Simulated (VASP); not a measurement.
# SiC (P6_3mc) in VASP: notebook

Runs on SiC. Level: r2SCAN. Tasks: single point.

Everything below comes from runs of VASP 6.6.1. Logs are shortened: lines on timing, memory, paths and dates and some standing lists are left out, and cuts for length are marked.

**1. The cell of the first run**

Symmetry: P6_3mc, No. 186, hexagonal system. The conventional cell has a = 3.075 Å, b = 3.075 Å, c = 5.250 Å, α = 90.00°, β = 90.00°, γ = 120.00°. Within 2.5 Å of Si (site symmetry 3m) lie 4 C at 1.90 to 1.96 Å. Within 2.5 Å of C (site symmetry 3m) lie 4 Si at 1.90 to 1.96 Å.

**2. Single point, r2SCAN**

The input, POSCAR:

```
SiC
1.0
    3.0752975751      0.0000000000      0.0000000000
   -1.5376487876      2.6632858243      0.0000000000
    0.0000000000      0.0000000000      5.2502746406
Si C
2 2
Direct
    0.3333333333      0.6666666667      0.5007452066
    0.6666666667      0.3333333333      1.0007452066
    0.3333333333      0.6666666667      0.8742547934
    0.6666666667      0.3333333333      0.3742547934
```

The input, INCAR.step1:

```
ALGO = Normal
EDIFF = 1E-4
ENCUT = 520
GGA = PE
ISMEAR = 0
LASPH = True
LCHARG = False
LREAL = False
LWAVE = True
NBANDS = 16
NELM = 60
PREC = Accurate
SIGMA = 0.02
```

The input, INCAR.step2:

```
ALGO = Normal
EDIFF = 1E-6
ENCUT = 520
ISIF = 2
ISMEAR = 0
ISTART = 1
LASPH = True
LCHARG = False
LMIXTAU = True
LREAL = False
LWAVE = False
METAGGA = R2SCAN
NBANDS = 16
NELM = 60
PREC = Accurate
SIGMA = 0.02
```

The input, KPOINTS:

```
k-points
0
Gamma
  12 12 6
```

Potentials or basis: VASP PAW PBE potentials, release 64 (Si, C).

Run with:

```sh
$ cat potpaw_PBE.64/Si/POTCAR potpaw_PBE.64/C/POTCAR > POTCAR
$ cp INCAR.step1 INCAR
$ mpirun -np 1 vasp_std > vasp.out
$ cp INCAR.step2 INCAR
$ mpirun -np 1 vasp_std > vasp.out
```

OUTCAR:

```text
EDIFF = 1E-6
   ENCUT = 520
   ISIF = 2
   ISMEAR = 0
   ISTART = 1
   LASPH = True
   LREAL = False
   METAGGA = R2SCAN
   NELM = 60
   PREC = Accurate

 ion  position               nearest neighbor table
   1  0.333  0.667  0.501-   4 1.90   4 1.90   4 1.90   3 1.96
   2  0.667  0.333  0.001-   3 1.90   3 1.90   3 1.90   4 1.96
   3  0.333  0.667  0.874-   2 1.90   2 1.90   2 1.90   1 1.96
   4  0.667  0.333  0.374-   1 1.90   1 1.90   1 1.90   2 1.96

  LATTYP: Found a hexagonal cell.
 ALAT       =     3.0752975751
 C/A-ratio  =     1.7072411734

  Lattice vectors:

 A1 = (   3.0752975751,   0.0000000000,   0.0000000000)
 A2 = (  -1.5376487876,   2.6632858243,   0.0000000000)
 A3 = (   0.0000000000,   0.0000000000,   5.2502746406)

Analysis of symmetry for initial positions (statically):
=====================================================================
 Subroutine PRICEL returns:
 Original cell was already a primitive cell.

 Routine SETGRP: Setting up the symmetry group for a
 hexagonal supercell.

 Subroutine GETGRP returns: Found 12 space group operations
 (whereof  6 operations were pure point group operations)
 out of a pool of 24 trial point group operations.

The static configuration has the point symmetry C_3v.
 The point group associated with its full space group is C_6v.

Analysis of symmetry for dynamics (positions and initial velocities):
=====================================================================
 Subroutine PRICEL returns:
 Original cell was already a primitive cell.

 Routine SETGRP: Setting up the symmetry group for a
 hexagonal supercell.

 Subroutine GETGRP returns: Found 12 space group operations
 (whereof  6 operations were pure point group operations)
 out of a pool of 24 trial point group operations.

The dynamic configuration has the point symmetry C_3v.
 The point group associated with its full space group is C_6v.

 Subroutine INISYM returns: Found 12 space group operations
 (whereof  6 operations are pure point group operations),
 and found     1 'primitive' translations

----------------------------------------------------------------------------------------

                                     Primitive cell

  volume of cell :      43.0018

  direct lattice vectors                    reciprocal lattice vectors
     3.075297575  0.000000000  0.000000000     0.325171784  0.187738017  0.000000000
    -1.537648788  2.663285824  0.000000000     0.000000000  0.375476034  0.000000000
     0.000000000  0.000000000  5.250274641     0.000000000  0.000000000  0.190466227

  length of vectors
     3.075297575  3.075297575  5.250274641     0.375476034  0.375476034  0.190466227

  position of ions in fractional coordinates (direct lattice)
     0.333333333  0.666666667  0.500745207
     0.666666667  0.333333333  0.000745207
     0.333333333  0.666666667  0.874254793
     0.666666667  0.333333333  0.374254793

  ion indices of the primitive-cell ions
   primitive index   ion index
                 1           1
                 2           2
                 3           3
                 4           4

----------------------------------------------------------------------------------------

 KPOINTS: k-points

Automatic generation of k-mesh.
 Grid dimensions read from file:
 generate k-points for:   12   12    6

 Generating k-lattice:

  Cartesian coordinates                     Fractional coordinates (reciprocal lattice)
     0.027097649  0.015644835  0.000000000     0.083333333  0.000000000  0.000000000
     0.000000000  0.031289670  0.000000000     0.000000000  0.083333333  0.000000000
     0.000000000  0.000000000  0.031744371     0.000000000  0.000000000  0.166666667

  Length of vectors
     0.031289670  0.031289670  0.031744371

  Shift w.r.t. Gamma in fractional coordinates (k-lattice)
     0.000000000  0.000000000  0.000000000

 Subroutine IBZKPT returns following result:
 ===========================================

 Found     76 irreducible k-points:

 Following reciprocal coordinates:
            Coordinates               Weight
  0.000000  0.000000  0.000000      1.000000
  0.083333 -0.000000  0.000000      6.000000
  0.166667 -0.000000  0.000000      6.000000
  0.250000 -0.000000  0.000000      6.000000
  0.333333  0.000000  0.000000      6.000000
  0.416667 -0.000000  0.000000      6.000000
[... 16 lines left out ...]
  0.250000 -0.000000  0.166667     12.000000
  0.333333  0.000000  0.166667     12.000000
 [... further k-points ...]
   k-points           NKPTS =     76   k-points in BZ     NKDIM =     76   number of bands    NBANDS=     16
   number of dos      NEDOS =    301   number of ions     NIONS =      4
   total plane-waves  NPLWV =  23040
   dimension x,y,z NGX =    24 NGY =   24 NGZ =   40
   dimension x,y,z NGXF=    48 NGYF=   48 NGZF=   80
   ions per type =               2   2
   NGX,Y,Z   is equivalent  to a cutoff of  12.97, 12.97, 12.67 a.u.
   NGXF,Y,Z  is equivalent  to a cutoff of  25.95, 25.95, 25.33 a.u.
 SYSTEM =  unknown system
   PREC   = accura    normal or accurate (medium, high low for compatibility)
   ISTART =      1    job   : 0-new  1-cont  2-samecut
   ICHARG =      0    charge: 1-file 2-atom 10-const
   ISPIN  =      1    spin polarized calculation?
   LNONCOLLINEAR =      F non collinear calculations
   LSORBIT =      F    spin-orbit coupling
   LASPH  =      T    aspherical Exc in radial PAW
   ENCUT  =  520.0 eV  38.22 Ry    6.18 a.u.   5.72  5.72  9.76*2*pi/ulx,y,z
   NELM   =     60;   NELMIN=  2; NELMDL=  0     # of ELM steps
   EDIFF  = 0.1E-05   stopping-criterion for ELM
   LREAL  =      F    real-space projection
   EDIFFG = 0.1E-04   stopping-criterion for IOM
   NSW    =      0    number of steps for IOM
   IBRION =     -1    ionic relax: 0-MD 1-quasi-New 2-CG
   NFREE  =      0    steps in history (QN), initial steepest desc. (CG)
   ISIF   =      2    stress and relaxation
   ISYM   =      2    0-nonsym 1-usesym 2-fastsym
   POTIM  = 0.5000    time-step for ionic-motion
   TEBEG  =    0.0;   TEEND  =   0.0 temperature during run
   PSTRESS=    0.0 pullay stress
   NELECT =      16.0000    total number of electrons
   NUPDOWN=      -1.0000    fix difference up-down
   EMIN   =  10.00;   EMAX   =-10.00  energy-range for DOS
   EFERMI =   0.00;   METHOD = LEGACY
   ISMEAR =     0;   SIGMA  =   0.02  broadening in eV -4-tet -1-fermi 0-gaus
   EFERMI_NEDOS =   21; number of points for ismear=-14 and -15
   IALGO  =     38    algorithm
   IMIX   =      4    mixing-type and parameters
     AMIX     =   0.40;   BMIX     =  1.00
     AMIX_MAG =   1.60;   BMIX_MAG =  1.00
  volume/ion in A,a.u.               =      10.75        72.55
  Fermi-wavevector in a.u.,A,eV,Ry     =   1.177477  2.225109 18.863833  1.386453
  Thomas-Fermi vector in A             =   2.313823
   LORBIT       =      0    0 simple, 1 ext, 2 COOP (PROOUT), +10 PAW based schemes
   METAGGA = R2SCAN    functional components
   LHFCALC =     F    Hartree Fock is set to
   AEXX    =    0.0000 exact exchange contribution
   IVDW    =     0    specifies the selected vdW correction
   LEPSILON=     F    determine dielectric tensor
   LRPA    =     F    only Hartree local field effects (RPA)
 non-spin polarized calculation
 Gauss-broadening in eV      SIGMA  =   0.02
  energy-cutoff  :      520.00
  volume of cell :       43.00
 maximum number of plane-waves:      1184
 NGX is ok and might be reduce to    24
   NGX = 11   NGY = 11   NGZ = 19

 number of electron      15.9999999 magnetization

 Free energy of the ion-electron system (eV)
  ---------------------------------------------------
  ext. energy  EPLUGINS =         0.00000000
  ---------------------------------------------------
  free energy    TOTEN  =       -38.52504588 eV

  energy without entropy =      -38.52504588  energy(sigma->0) =      -38.52504588

 E-fermi :   7.9365     XC(G=0): -11.7575

 val. band max:        7.7938192923   @ k =   0.0000   0.0000   0.0000
 cond. band min:      10.2672554161   @ k =   0.3333   0.3333   0.0000
 fundamental gap:      2.4734361238
 Fermi energy:         7.9365351639

 k-point     1 :       0.0000    0.0000    0.0000
  band No.  band energies     occupation
      1      -8.3341      2.00000
      2      -5.1444      2.00000
      3      -1.1544      2.00000
      4       6.6107      2.00000
      5       6.6107      2.00000
      6       7.3660      2.00000
[... 8 lines left out ...]
     15      17.1189      0.00000
     16      19.4983      0.00000

 k-point     2 :       0.0833   -0.0000    0.0000
  band No.  band energies     occupation
      1      -8.2091      2.00000
      2      -5.0357      2.00000
      3      -1.0395      2.00000
      4       5.9144      2.00000
      5       6.3946      2.00000
      6       7.2919      2.00000
[... 8 lines left out ...]
     15      17.4456      0.00000
     16      18.7585      0.00000

 k-point     3 :       0.1667   -0.0000    0.0000
  band No.  band energies     occupation
      1      -7.8378      2.00000
      2      -4.7187      2.00000
      3      -0.7050      2.00000
      4       4.3815      2.00000
      5       5.9027      2.00000
      6       6.0757      2.00000
[... 8 lines left out ...]
     15      17.8637      0.00000
     16      18.2100      0.00000

 k-point     4 :       0.2500   -0.0000    0.0000
  band No.  band energies     occupation
      1      -7.2332      2.00000
      2      -4.2295      2.00000
      3      -0.2022      2.00000
      4       2.6997      2.00000
      5       4.5801      2.00000
      6       5.3655      2.00000
[... 8 lines left out ...]
     15      18.3516      0.00000
     16      19.2686      0.00000

 k-point     5 :       0.3333    0.0000    0.0000
  band No.  band energies     occupation
      1      -6.4275      2.00000
      2      -3.6789      2.00000
      3       0.1418      2.00000
      4       1.5239      2.00000
      5       3.0745      2.00000
      6       4.9194      2.00000
[... 8 lines left out ...]
     15      19.1041      0.00000
     16      20.3635      0.00000

 k-point     6 :       0.4167   -0.0000    0.0000
  band No.  band energies     occupation
      1      -5.5164      2.00000
      2      -3.3992      2.00000
      3      -0.2904      2.00000
      4       1.6163      2.00000
      5       1.9468      2.00000
      6       4.6317      2.00000
[... 8 lines left out ...]
     15      18.6328      0.00000
     16      20.8897      0.00000
[... 267 lines left out ...]
 k-point    21 :       0.0833   -0.0000    0.1667
  band No.  band energies     occupation
      1      -8.0816      2.00000
      2      -5.4681      2.00000
      3      -0.3892      2.00000
      4       5.9943      2.00000
      5       6.4491      2.00000
      6       6.4688      2.00000
[... 8 lines left out ...]
     15      17.1892      0.00000
     16      19.0533      0.00000

 k-point    22 :       0.1667   -0.0000    0.1667
  band No.  band energies     occupation
      1      -7.7115      2.00000
      2      -5.1378      2.00000
      3      -0.0843      2.00000
      4       4.4893      2.00000
      5       5.6817      2.00000
      6       5.9860      2.00000
[... 8 lines left out ...]
     15      18.0401      0.00000
     16      18.4122      0.00000

 k-point    23 :       0.2500   -0.0000    0.1667
  band No.  band energies     occupation
      1      -7.1092      2.00000
      2      -4.6199      2.00000
      3       0.3264      2.00000
      4       2.8722      2.00000
      5       4.2356      2.00000
      6       5.4555      2.00000
[... 8 lines left out ...]
     15      18.8366      0.00000
     16      19.1611      0.00000

 k-point    24 :       0.3333    0.0000    0.1667
  band No.  band energies     occupation
      1      -6.3080      2.00000
      2      -4.0039      2.00000
      3       0.2917      2.00000
      4       1.9836      2.00000
      5       2.7338      2.00000
      6       5.0135      2.00000
[... 8 lines left out ...]
     15      19.3674      0.00000
     16      20.4303      0.00000

 [... further k-points ...]
[... 5 lines left out ...]
  --------------------------------------------------------------------------------------
  -------------------------------------------------------------------------------------
  Total       -0.4197364     -0.4197364     -5.6435255      0.0000000      0.0000000      0.0000000
  in kB      -15.6386867    -15.6386867   -210.2684567      0.0000000      0.0000000      0.0000000
  external PRESSURE =     -80.5152767 kB  Pullay stress =       0.0000000 kB

 VOLUME and BASIS-vectors are now :
 -----------------------------------------------------------------------------
  energy-cutoff  :      520.00
  volume of cell :       43.00
      direct lattice vectors                 reciprocal lattice vectors
     3.075297575  0.000000000  0.000000000     0.325171784  0.187738017  0.000000000
    -1.537648788  2.663285824  0.000000000     0.000000000  0.375476034  0.000000000
     0.000000000  0.000000000  5.250274641     0.000000000  0.000000000  0.190466227

 POSITION                                       TOTAL-FORCE (eV/Angst)
 -----------------------------------------------------------------------------------
     -0.00000      1.77552      2.62905        -0.000000      0.000000     -0.001579
      1.53765      0.88776      0.00391         0.000000     -0.000000     -0.001579
     -0.00000      1.77552      4.59008        -0.000000      0.000000      0.001579
      1.53765      0.88776      1.96494        -0.000000      0.000000      0.001579
 -----------------------------------------------------------------------------------
    total drift:                               -0.000000     -0.000000      0.001453

  FREE ENERGIE OF THE ION-ELECTRON SYSTEM (eV)
  ---------------------------------------------------
  free  energy   TOTEN  =       -38.5250458809 eV

  energy  without entropy=      -38.5250458809  energy(sigma->0) =      -38.52504588
```

Wall time 2.3 min (1 thread of Intel Xeon Platinum 8259CL at 2.50GHz (Skylake/Cascade Lake), shared host); peak memory 0.18 GiB.

What came out:

| Item | Value |
| --- | --- |
| Free energy | -38.5250 eV |
| Pressure | -8.1 GPa |
| Band gap on the k mesh | 2.47 eV (least direct gap 4.72 eV) |

Caveat: the stress differs along the axes, from -21 to -2 GPa; the PAW data sets were made with another functional, which shifts forces and pressure a little.

**3. Single point, r2SCAN (strain along c alone, the other axes held: +6.0 %, then relaxed in part)**

POSCAR, as its differences from that of step 2:

```diff
@@ -4,3 +4,3 @@
    -1.5376487876      2.6632858243      0.0000000000
-    0.0000000000      0.0000000000      5.2502746406
+    0.0000000000      0.0000000000      5.3512414606
 Si C
```

The input, INCAR.step1:

```
SYSTEM = SiC
PREC = Accurate
ENCUT = 520
ISMEAR = 0
SIGMA = 0.02
LREAL = .FALSE.
LASPH = .TRUE.
NELM = 100
NBANDS = 16
GGA = PE
ALGO = Normal
EDIFF = 1E-4
LWAVE = .TRUE.
LCHARG = .FALSE.
```

The input, INCAR.step2:

```
SYSTEM = SiC
PREC = Accurate
ENCUT = 520
EDIFF = 1E-6
ISMEAR = 0
SIGMA = 0.02
LREAL = .FALSE.
LASPH = .TRUE.
NELM = 100
ALGO = Normal
ISIF = 2
LWAVE = .FALSE.
LCHARG = .FALSE.
METAGGA = R2SCAN
LMIXTAU = .TRUE.
NBANDS = 16
ISTART = 1
```

The input, KPOINTS:

```
Automatic mesh
0
G
  12 12 6
  0 0 0
```

Potentials or basis: VASP PAW PBE potentials, release 64 (Si, C).

Run with:

```sh
$ cat potpaw_PBE.64/Si/POTCAR potpaw_PBE.64/C/POTCAR > POTCAR
$ cp INCAR.step1 INCAR
$ mpirun -np 1 vasp_std > vasp.out
$ cp INCAR.step2 INCAR
$ mpirun -np 1 vasp_std > vasp.out
```

It took 2.2 min on 1 thread of Intel Xeon Platinum 8259CL at 2.50GHz (Skylake/Cascade Lake), shared host; peak memory 0.19 GiB.

It converged, with:

* Free energy: -38.3941 eV
* Pressure: -11.2 GPa
* Largest force: 0.004 eV/Å
* Band gap on the k mesh: 2.43 eV (least direct gap 4.80 eV)

Forces on the atoms (eV/Å):
```
Si   0.000  0.000 -0.004
Si   0.000  0.000 -0.004
C    0.000  0.000  0.004
C    0.000  0.000  0.004
```

Stress tensor (GPa, compression positive):
```
 -1.94   0.00   0.00
  0.00  -1.94   0.00
  0.00   0.00 -29.58
```

Levels at points of the mesh, in eV from the valence-band top:
```csv
k point,band 5,band 6,band 7,band 8,band 9,band 10,band 11,band 12
"(0.00, 0.00, 0.00)",-1.09,-0.53,0.00,0.00,4.83,5.69,7.21,7.21
"(0.50, 0.00, 0.00)",-5.45,-3.28,-3.16,-1.39,3.44,4.12,6.81,7.50
"(0.00, 0.00, 0.50)",-0.58,-0.58,-0.58,-0.58,6.55,6.55,7.88,7.88
"(0.50, 0.00, 0.50)",-2.73,-2.73,-2.41,-2.41,3.21,3.21,5.33,5.33
```

Caveat: the cell differs from its parent crystal (strain along c alone, the other axes held: +6.0 %, then relaxed in part); the stress differs along the axes, from -30 to -2 GPa; the PAW data sets were made with another functional, which shifts forces and pressure a little.

**4. Single point, r2SCAN**

This run uses another cell than the first one, of 10.96 Å³/atom.

POSCAR is that of step 3.

The input, INCAR.step1:

```
PREC     = Accurate       # precision mode
ENCUT    = 520            # plane-wave cutoff, eV
ISMEAR   = 0              # smearing method
SIGMA    = 0.02           # smearing width, eV
LREAL    = F              # projectors in reciprocal space
LASPH    = T              # aspherical terms in the spheres
NELM     = 80             # most SCF steps
NBANDS   = 16             # bands
GGA      = PE             # functional
ALGO     = Normal         # electronic algorithm
EDIFF    = 1E-4           # SCF threshold, eV
LWAVE    = T              # write WAVECAR
LCHARG   = F              # write CHGCAR
```

The input, INCAR.step2:

```
PREC     = Accurate       # precision mode
ENCUT    = 520            # plane-wave cutoff, eV
EDIFF    = 1E-7           # SCF threshold, eV
ISMEAR   = 0              # smearing method
SIGMA    = 0.02           # smearing width, eV
LREAL    = F              # projectors in reciprocal space
LASPH    = T              # aspherical terms in the spheres
NELM     = 80             # most SCF steps
ALGO     = Normal         # electronic algorithm
ISIF     = 2              # what is computed and relaxed
LWAVE    = F              # write WAVECAR
LCHARG   = T              # write CHGCAR
METAGGA  = R2SCAN         # meta-GGA
LMIXTAU  = T            
LELF     = T              # ELF
LVHAR    = T            
NBANDS   = 16             # bands
ISTART   = 1
```

The input, KPOINTS:

```
Automatic mesh
0
Gamma
  12 12 6
```

Run with:

```sh
$ cat potpaw_PBE.64/Si/POTCAR potpaw_PBE.64/C/POTCAR > POTCAR
$ cp INCAR.step1 INCAR
$ mpirun -np 1 vasp_std > vasp.out
$ cp INCAR.step2 INCAR
$ mpirun -np 1 vasp_std > vasp.out
```

It took 2.4 min on 1 thread of Intel Xeon Platinum 8259CL at 2.50GHz (Skylake/Cascade Lake), shared host; peak memory 0.19 GiB.

It converged, with:

* Free energy: -38.3941 eV
* Pressure: -11.2 GPa
* Largest force: 0.004 eV/Å
* Band gap on the k mesh: 2.43 eV (least direct gap 4.80 eV)

Forces in eV/Å, atoms in the order of the input:
```
Si   0.000  0.000 -0.004
Si   0.000  0.000 -0.004
C    0.000  0.000  0.004
C    0.000  0.000  0.004
```

Stress tensor (GPa, compression positive):
```
 -1.94   0.00   0.00
  0.00  -1.94   0.00
  0.00   0.00 -29.58
```

Levels at points of the mesh, in eV from the valence-band top:
```tsv
k point	band 6	band 7	band 8	band 9	band 10	band 11
(0.00, 0.00, 0.00)	-0.53	0.00	0.00	4.83	5.69	7.21
(0.50, 0.00, 0.00)	-3.28	-3.16	-1.39	3.44	4.12	6.81
(0.00, 0.00, 0.50)	-0.58	-0.58	-0.58	6.55	6.55	7.88
(0.50, 0.00, 0.50)	-2.73	-2.41	-2.41	3.21	3.21	5.33
```

Caveat: the stress differs along the axes, from -30 to -2 GPa; the PAW data sets were made with another functional, which shifts forces and pressure a little. A k mesh can miss the band edges.
